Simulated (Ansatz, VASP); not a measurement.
**One calculation of SnO2, two programs**

File INCAR:

```
  PREC = Accurate
  ENCUT = 520
  EDIFF = 1E-6
  ISMEAR = 0
  SIGMA = 0.05
  LREAL = F
  LASPH = T
  NELM = 60
  ALGO = Normal
  ISIF = 2
  LWAVE = F
  LCHARG = F
  GGA = PE
  NBANDS = 35
```

Contents of KPOINTS:

```
regular mesh
0
Gamma
  6 6 8
```

POSCAR

```
SnO2
1.0
    4.9405222631      0.0000000000      0.0000000000
    0.0000000000      4.9405362667      0.0000000000
    0.0000000000      0.0000000000      3.0866914697
Sn O
2 4
Direct
    0.5000000000      0.5000000000      0.5000000000
    0.0000000000      0.0000000000      0.0000000000
    0.3434840913      0.2697233079      0.0000000000
    0.8434840913      0.2302766921      0.5000000000
    0.1565159087      0.7697233079      0.5000000000
    0.6565159087      0.7302766921      0.0000000000
```

Input for Ansatz:

```yaml
crystal:
  lattice:
    - [4.9405222631, 0.0, 0.0]
    - [0.0, 4.9405362667, 0.0]
    - [0.0, 0.0, 3.0866914697]
  atoms:
    - { symbol: Sn, position: [0.5, 0.5, 0.5] }
    - { symbol: Sn, position: [0.0, 0.0, 0.0] }
    - { symbol: O, position: [0.3434840913, 0.2697233079, 0.0] }
    - { symbol: O, position: [0.8434840913, 0.2302766921, 0.5] }
    - { symbol: O, position: [0.1565159087, 0.7697233079, 0.5] }
    - { symbol: O, position: [0.6565159087, 0.7302766921, 0.0] }
basis:
  ecutwfc: 520.0
kpoints:
  mp_grid: { grid: [6, 6, 8] }
hamiltonian:
  xc: pbe
  pseudopotentials: { kind: paw, azcp: { folder: soft_1 } }
scf:
  occupations: { method: gaussian, width: 0.05 }
output:
  forces: true
  stress: true
  eigenvalues: true
  write_density: true
  write_potential: true
  elf: true
  volumetric_format: npy
```

Change from the starting cell: mode 4 frozen in at +0.252 Å, strain +e along z and -e/2 along x and y -0.0467.

Alike in both runs: task single point; functional PBE; k mesh 6 × 6 × 8; occupations gaussian, width 0.05 eV; no spin polarisation.

|  | VASP | Ansatz |
| --- | --- | --- |
| version | VASP 6.6.1 | Ansatz 0.2.0 |
| potentials or method | VASP PAW PBE potentials, release 64 (Sn_d, O), cutoff 520 eV | scalar-relativistic, plane waves, PAW |
| valence electrons in the cell | 52 | 52 |

```tsv
	VASP	Ansatz	Ansatz less VASP
gap on the k mesh at the Fermi level (eV)	1.22	1.24	+0.015
least direct gap on the mesh (eV)	1.28	1.29	+0.014
pressure (GPa)	1.6	1.0	-0.60
traceless stress, the component that is largest in VASP (GPa)	10.57	10.28	-0.287
rms of the force components (eV/Å)	0.126	0.133	+0.0074
```

Atom by atom the forces differ by 0.019 eV/Å (rms over components).
